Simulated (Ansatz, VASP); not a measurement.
# Two plane-wave programs on PIr2

```xyz
3
Lattice="0.0000 2.7528 2.7528 2.7528 0.0000 2.7528 2.7528 2.7528 0.0000" Properties=species:S:1:pos:R:3 pbc="T T T"
P     0.0000    0.0000    0.0000
Ir    1.3764    1.3764    1.3764
Ir    4.1291    4.1291    4.1291
```

Alike in both runs: functional LDA; k mesh 8 × 8 × 8; no spin polarisation.

Ansatz relaxed the structure, and its values are those at the end. VASP's run is a single point on that final structure, the one shown.

|  | VASP | Ansatz |
| --- | --- | --- |
| version | VASP 6.6.1 | Ansatz 0.2.0 |
| potentials or method | VASP PAW LDA potentials, release 64 (P, Ir), cutoff 520 eV | plane waves, PAW |
| occupations | methfessel-paxton of order 1, width 0.05 eV | cold, width 0.05 eV |
| valence electrons in the cell | 23 | 39 |

```csv
,VASP,Ansatz,Ansatz less VASP
gap on the k mesh at the Fermi level (eV),none,none,-
pressure (GPa),2.1,0.0,-2.09
```

LDA's correlation is that of Perdew and Zunger in VASP and of Perdew and Wang (1992) in Ansatz. A gap of «none» marks a metal or a gap that the smearing closes. VASP's potentials hold 23 valence electrons a cell and Ansatz's 39, so a difference there can come from the potentials and not from the codes.

Spin-orbit coupling is off throughout.
